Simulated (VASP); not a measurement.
# Al3GaN4 (Pm) in VASP: notebook, part 2 of 2

VASP 6.6.1.

## Step 3: Single point, r2SCAN (strain -0.0750 x Voigt [0, 1, 0, 0, 0, 0])

File POSCAR:

```
Al3GaN4
1.0
    5.0380821985      0.0000000000      0.0000609633
    0.0000000000      2.8905776653      0.0000000000
   -0.0032907418      0.0000000000      5.4103929818
Al Ga N
3 1 4
Direct
    0.5002216625      0.5000000000      0.1672550745
    0.0006683705      0.5000000000      0.8349019374
    0.0010043255      0.0000000000      0.3316444641
    0.4994946875      0.0000000000      0.6662044640
    0.1107069781      0.0000000000      0.6663170124
    0.1226755900      0.5000000000      0.1671322918
    0.6254135993      0.5000000000      0.8406810063
    0.6234137866      0.0000000000      0.3258647496
```

File INCAR.step1:

```
SYSTEM = Al3GaN4
ALGO = Normal
EDIFF = 1E-4
ENCUT = 520
GGA = PE
ISMEAR = 0
LASPH = .TRUE.
LCHARG = .FALSE.
LREAL = .FALSE.
LWAVE = .TRUE.
NBANDS = 31
NELM = 60
PREC = Accurate
SIGMA = 0.05
```

File INCAR.step2:

```
SYSTEM = Al3GaN4
ALGO = Normal
EDIFF = 1E-6
ENCUT = 520
ISIF = 2
ISMEAR = 0
ISTART = 1
LASPH = .TRUE.
LCHARG = .FALSE.
LMIXTAU = .TRUE.
LREAL = .FALSE.
LWAVE = .FALSE.
METAGGA = R2SCAN
NBANDS = 31
NELM = 60
PREC = Accurate
SIGMA = 0.05
```

File KPOINTS:

```
k-points
0
G
  6 8 4
  0 0 0
```

Potentials or basis: VASP PAW PBE potentials, release 64 (Al, Ga_d, N).

On the command line:

```console
cat potpaw_PBE.64/Al/POTCAR potpaw_PBE.64/Ga_d/POTCAR potpaw_PBE.64/N/POTCAR > POTCAR
cp INCAR.step1 INCAR
mpirun -np 1 vasp_std > vasp.out
cp INCAR.step2 INCAR
mpirun -np 1 vasp_std > vasp.out
```

OUTCAR:

```text
SYSTEM = Al3GaN4
   EDIFF = 1E-6
   ENCUT = 520
   ISIF = 2
   ISMEAR = 0
   ISTART = 1
   LASPH = .TRUE.
   LREAL = .FALSE.
   METAGGA = R2SCAN
   NELM = 60
   PREC = Accurate

 ion  position               nearest neighbor table
   1  0.500  0.500  0.167-   8 1.79   8 1.79   7 1.88   6 1.90   3 3.03   3 3.03   3 3.04   3 3.04
                             4 3.06   4 3.06   4 3.07   4 3.07   2 3.09   2 3.10
   2  0.001  0.500  0.835-   5 1.80   5 1.80   7 1.89   6 1.90   4 3.04   4 3.04   4 3.05   4 3.05
                             3 3.05   3 3.05   3 3.08   3 3.08   1 3.09   1 3.10
   3  0.001  0.000  0.332-   6 1.80   6 1.80   5 1.89   8 1.90   1 3.03   1 3.03   1 3.04   1 3.04
                             2 3.05   2 3.05   2 3.08   2 3.08   4 3.09   4 3.11
   4  0.499  0.000  0.666-   7 1.84   7 1.84   8 1.94   5 1.96   2 3.04   2 3.04   2 3.05   2 3.05
                             1 3.06   1 3.06   1 3.07   1 3.07   3 3.09   3 3.11
   5  0.111  0.000  0.666-   2 1.80   2 1.80   3 1.89   4 1.96
   6  0.123  0.500  0.167-   3 1.80   3 1.80   2 1.90   1 1.90
   7  0.625  0.500  0.841-   4 1.84   4 1.84   1 1.88   2 1.89
   8  0.623  0.000  0.326-   1 1.79   1 1.79   3 1.90   4 1.94

  LATTYP: Found a simple monoclinic cell.
 ALAT       =     5.0380821989
 B/A-ratio  =     0.5737456340
 C/A-ratio  =     1.0738995056
 COS(beta)  =    -0.0005961254

  Lattice vectors:

 A1 = (   5.0380821985,   0.0000000000,   0.0000609633)
 A2 = (   0.0000000000,   2.8905776653,   0.0000000000)
 A3 = (  -0.0032907418,   0.0000000000,   5.4103929818)

Analysis of symmetry for initial positions (statically):
=====================================================================
 Subroutine PRICEL returns:
 Original cell was already a primitive cell.

 Routine SETGRP: Setting up the symmetry group for a
 simple monoclinic supercell.

 Subroutine GETGRP returns: Found  2 space group operations
 (whereof  2 operations were pure point group operations)
 out of a pool of  4 trial point group operations.

The static configuration has the point symmetry C_1h.

Analysis of symmetry for dynamics (positions and initial velocities):
=====================================================================
 Subroutine PRICEL returns:
[... 151 lines left out ...]
   LRPA    =     F    only Hartree local field effects (RPA)
 non-spin polarized calculation
 Gauss-broadening in eV      SIGMA  =   0.05
  energy-cutoff  :      520.00
  volume of cell :       78.79
 maximum number of plane-waves:      2148
 NGX is ok and might be reduce to    40
   NGX = 19   NGY = 11   NGZ = 21

 number of electron      42.0000003 magnetization

 Free energy of the ion-electron system (eV)
  ---------------------------------------------------
  ext. energy  EPLUGINS =         0.00000000
  ---------------------------------------------------
  free energy    TOTEN  =       -78.71348098 eV

  energy without entropy =      -78.71348098  energy(sigma->0) =      -78.71348098

 E-fermi :   7.0679     XC(G=0): -12.1374

 val. band max:        6.8352738131   @ k =   0.0000   0.0000   0.0000
 cond. band min:      11.1199213415   @ k =   0.0000   0.0000   0.0000
 fundamental gap:      4.2846475284
 Fermi energy:         7.0679215137

 k-point     1 :       0.0000    0.0000    0.0000
  band No.  band energies     occupation
      1     -10.2711      2.00000
      2      -8.7199      2.00000
      3      -8.5265      2.00000
      4      -7.7042      2.00000
      5      -6.7338      2.00000
      6      -6.6164      2.00000
[... 805 lines left out ...]
     30      18.7771      0.00000
     31      19.3816      0.00000

 [... further k-points ...]

------------------------ aborting loop because EDIFF is reached ----------------------------------------

  FORCE on cell =-STRESS in cart. coord.  units (eV):
  Direction    XX          YY          ZZ          XY          YZ          ZX
  --------------------------------------------------------------------------------------
  -------------------------------------------------------------------------------------
  Total        2.8883720     22.6035249      5.1038175      0.0000000      0.0000000      0.1345259
  in kB       58.7333819    459.6296613    103.7831897      0.0000000      0.0000000      2.7355072
  external PRESSURE =     207.3820776 kB  Pullay stress =       0.0000000 kB

 VOLUME and BASIS-vectors are now :
 -----------------------------------------------------------------------------
  energy-cutoff  :      520.00
  volume of cell :       78.79
      direct lattice vectors                 reciprocal lattice vectors
     5.038082198  0.000000000  0.000060963     0.198488225  0.000000000  0.000120726
     0.000000000  2.890577665  0.000000000     0.000000000  0.345951611  0.000000000
    -0.003290742  0.000000000  5.410392982    -0.000002237  0.000000000  0.184829456

 POSITION                                       TOTAL-FORCE (eV/Angst)
 -----------------------------------------------------------------------------------
      2.51961      1.44529      0.90495        -0.661456      0.000000     -0.945577
      0.00062      1.44529      4.51715        -0.583269      0.000000      0.992812
      0.00397      0.00000      1.79433        -0.609462      0.000000      0.912340
      2.51430      0.00000      3.60446        -0.696068      0.000000     -1.121777
      0.55556      0.00000      3.60504         0.488495      0.000000     -1.114681
      0.61750      1.44529      0.90426         0.606720      0.000000     -1.035661
      3.14812      1.44529      4.54845         0.730585      0.000000      1.273284
      3.13974      0.00000      1.76309         0.724454      0.000000      1.039259
 -----------------------------------------------------------------------------------
    total drift:                                0.062587     -0.000000      0.006188

  FREE ENERGIE OF THE ION-ELECTRON SYSTEM (eV)
  ---------------------------------------------------
  free  energy   TOTEN  =       -78.7134809766 eV

  energy  without entropy=      -78.7134809766  energy(sigma->0) =      -78.71348098
```

OUTCAR.step1:

```text
SYSTEM = Al3GaN4
   EDIFF = 1E-4
   ENCUT = 520
   GGA = PE
   ISMEAR = 0
   LASPH = .TRUE.
   LREAL = .FALSE.
   NELM = 60
[... 1066 lines left out ...]
      0.61750      1.44529      0.90426         0.619961      0.000000     -1.042941
      3.14812      1.44529      4.54845         0.731958      0.000000      1.256495
      3.13974      0.00000      1.76309         0.744145      0.000000      1.036795
 -----------------------------------------------------------------------------------
    total drift:                               -0.002627     -0.000000     -0.001820

  FREE ENERGIE OF THE ION-ELECTRON SYSTEM (eV)
  ---------------------------------------------------
  free  energy   TOTEN  =       -55.7426099491 eV

  energy  without entropy=      -55.7426099491  energy(sigma->0) =      -55.74260995
```

Run time: 7.5 min. Hardware: 1 thread of Intel Xeon Platinum 8488C (Sapphire Rapids), shared host; peak memory 0.3 GiB.

Results:

```
Free energy            : -78.7135 eV
Pressure               : 20.7 GPa
Largest force          : 1.468 eV/Å
Band gap on the k mesh : 4.28 eV, direct
```

Forces on the atoms (eV/Å):
```
Al  -0.661  0.000 -0.946
Al  -0.583  0.000  0.993
Al  -0.609  0.000  0.912
Ga  -0.696  0.000 -1.122
N    0.488  0.000 -1.115
N    0.607  0.000 -1.036
N    0.731  0.000  1.273
N    0.724  0.000  1.039
```

Caveat: the cell differs from its parent crystal (strain -0.0750 x Voigt [0, 1, 0, 0, 0, 0]); the PAW data sets were made with another functional, which shifts forces and pressure a little.

## Step 4: Single point, r2SCAN (strain -0.0500 x Voigt [0, 1, 0, 0, 0, 0])

POSCAR, as its differences from that of step 3:

```diff
@@ -3,3 +3,3 @@
     5.0380821985      0.0000000000      0.0000609633
-    0.0000000000      2.8905776653      0.0000000000
+    0.0000000000      2.9687013859      0.0000000000
    -0.0032907418      0.0000000000      5.4103929818
```

File INCAR.step1:

```
SYSTEM = Al3GaN4
PREC = Accurate
ENCUT = 520
ISMEAR = 0
SIGMA = 0.05
LREAL = .False.
LASPH = .True.
NELM = 80
NBANDS = 31
GGA = PE
ALGO = Normal
EDIFF = 1E-4
LWAVE = .True.
LCHARG = .False.
```

File INCAR.step2:

```
SYSTEM = Al3GaN4
PREC = Accurate
ENCUT = 520
EDIFF = 1E-6
ISMEAR = 0
SIGMA = 0.05
LREAL = .False.
LASPH = .True.
NELM = 80
ALGO = Normal
ISIF = 2
LWAVE = .False.
LCHARG = .True.
METAGGA = R2SCAN
LMIXTAU = .True.
LELF = .True.
LVHAR = .True.
NBANDS = 31
ISTART = 1
```

File KPOINTS:

```
regular mesh
0
Gamma
  6 8 4
  0 0 0
```

On the command line:

```console
cat potpaw_PBE.64/Al/POTCAR potpaw_PBE.64/Ga_d/POTCAR potpaw_PBE.64/N/POTCAR > POTCAR
cp INCAR.step1 INCAR
mpirun -np 1 vasp_std > vasp.out
cp INCAR.step2 INCAR
mpirun -np 1 vasp_std > vasp.out
```

Wall time 6.7 min (1 thread of Intel Xeon Platinum 8488C (Sapphire Rapids), shared host); peak memory 0.3 GiB.

The run converged. Its results:

* Free energy: -79.2043 eV
* Pressure: 12.6 GPa
* Largest force: 0.904 eV/Å
* Band gap on the k mesh: 4.30 eV, direct

Forces in eV/Å, atoms in the order of the input:
```
Al  -0.380  0.000 -0.550
Al  -0.339  0.000  0.579
Al  -0.353  0.000  0.531
Ga  -0.401  0.000 -0.661
N    0.250  0.000 -0.661
N    0.350  0.000 -0.614
N    0.443  0.000  0.788
N    0.430  0.000  0.588
```

Stress tensor (GPa, compression positive):
```
 3.68  0.00  0.15
 0.00 27.98  0.00
 0.15  0.00  6.29
```

Levels at points of the mesh, in eV from the valence-band top:
| k point | band 19 | band 20 | band 21 | band 22 | band 23 | band 24 |
| --- | --- | --- | --- | --- | --- | --- |
| (0.00, 0.00, 0.00) | -0.45 | -0.31 | 0.00 | 4.30 | 6.14 | 7.10 |
| (0.50, 0.00, 0.00) | -0.72 | -0.62 | -0.22 | 5.54 | 5.89 | 6.62 |
| (0.00, 0.50, 0.00) | -2.21 | -1.88 | -1.82 | 6.09 | 6.12 | 8.24 |
| (0.50, 0.50, 0.00) | -1.55 | -1.51 | -1.21 | 6.61 | 7.00 | 7.04 |
| (0.00, 0.00, 0.50) | -0.70 | -0.62 | -0.16 | 6.36 | 6.78 | 8.10 |
| (0.50, 0.00, 0.50) | -1.15 | -1.13 | -0.60 | 6.67 | 7.01 | 7.25 |
| (0.00, 0.50, 0.50) | -2.16 | -1.21 | -1.05 | 5.77 | 6.05 | 6.30 |
| (0.50, 0.50, 0.50) | -1.83 | -1.81 | -1.49 | 5.19 | 5.64 | 5.68 |

Caveat: the cell differs from its parent crystal (strain -0.0500 x Voigt [0, 1, 0, 0, 0, 0]); the PAW data sets were made with another functional, which shifts forces and pressure a little. A k mesh can miss the band edges.

## Step 5: Summary

| cell | gap on the mesh (eV) | pressure (GPa) | largest force (eV/Å) |
| --- | --- | --- | --- |
| a = 5.038, b = 2.812, c = 5.410 Å, 8 atoms | 4.21 | 30.3 | 2.16 |
| a = 5.038, b = 2.891, c = 5.410 Å, 8 atoms | 4.28 | 20.7 | 1.47 |
| a = 5.038, b = 2.969, c = 5.410 Å, 8 atoms | 4.30 | 12.6 | 0.90 |

Alike in all rows: task single point; level r2SCAN; potentials or basis VASP PAW PBE potentials, release 64 (Al, Ga_d, N); no spin polarisation; k mesh 6 × 8 × 4; cutoff (eV) 520; smearing gaussian 0.05 eV.

Caveats: the PAW data sets were made with another functional, which shifts forces and pressure a little.

Total energies depend on the potentials used, so only differences within one code and one set of settings carry meaning.
